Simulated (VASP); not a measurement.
Write the native input for VASP 6.6.1 that does the following.

```
Task                   : relaxation of shape and atoms at fixed volume
Functional             : PBE
Potentials or basis    : VASP PAW PBE potentials, release 64 (Sb)
Cutoff                 : 600 eV
k mesh                 : 13 × 13 × 12
Occupations            : fermi-dirac, width 0.05 eV
Spin                   : no spin polarisation
Dipole correction      : no
Further INCAR settings : ALGO = Normal; EDIFF = 1e-06; IBRION = 2; EDIFFG = -0.005; NSW = 50; ISIF = 4
```

The structure of Sb lies in POSCAR:

```
Sb
1.0
    2.4190425661      0.0000000000      0.0000000000
   -1.2095212830      2.0949523151      0.0000000000
    0.0000000000      0.0000000000      2.3014913429
Sb
1
Direct
    0.0000000000      0.0000000000      0.0000000000
```

These files were run (other wordings do the same):

INCAR

```
SYSTEM = Sb
PREC     = Accurate       ! precision mode
ENCUT    = 600            ! plane-wave cutoff, eV
EDIFF    = 1E-6           ! SCF threshold, eV
ISMEAR   = -1             ! smearing method
SIGMA    = 0.05           ! smearing width, eV
LREAL    = .False.        ! projectors in reciprocal space
LASPH    = .True.         ! aspherical terms in the spheres
NELM     = 60             ! most SCF steps
ALGO     = Normal         ! electronic algorithm
ISIF     = 4              ! what is computed and relaxed
LWAVE    = .False.        ! write WAVECAR
LCHARG   = .False.        ! write CHGCAR
GGA      = PE             ! functional
IBRION   = 2              ! ionic algorithm
NSW      = 50             ! ionic steps
EDIFFG   = -0.005         ! ionic threshold
```

KPOINTS

```
Automatic mesh
0
Gamma
  13 13 12
  0 0 0
```

Potentials or basis: VASP PAW PBE potentials, release 64 (Sb).

Run with:

```sh
$ cat potpaw_PBE.64/Sb/POTCAR > POTCAR
$ mpirun -np 1 vasp_std > vasp.out
```

It gave:

The energy gained by relaxing is 12.4 meV/atom and the ionic steps are 4. The pressure after relaxing is 420.5 GPa.

It took 10 s on 1 thread of Intel(R) Xeon(R) 6975P-C (Granite Rapids), with other jobs on the host, peak memory 0.12 GiB.
